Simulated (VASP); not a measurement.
RbBr:

```
CELL_PARAMETERS angstrom
0.00000 3.46083 3.46083
3.46083 0.00000 3.46083
3.46083 3.46083 0.00000
ATOMIC_POSITIONS crystal
Rb 0.00000 0.00000 0.00000
Br 0.50000 0.50000 0.50000
```

Base run:

* Program: VASP 6.6.1
* Functional: r2SCAN
* Potentials or basis: VASP PAW PBE potentials, release 64 (Rb_sv, Br)
* Cutoff: 520 eV
* k mesh: 6 × 6 × 6
* Occupations: gaussian, width 0.01 eV
* Spin: no spin polarisation

Its results: band gap on the k mesh 4.89 eV; pressure 0.0 GPa.

The run is repeated on the same cell with these changes: functional from r2SCAN to PBE; occupations from gaussian, width 0.01 eV to fermi-dirac, width 0.02 eV. What comes out?

Band gap on the k mesh 4.29 eV; pressure 0.6 GPa.

Caveats: the PAW data sets were made with another functional, which shifts forces and pressure a little (at least some runs).

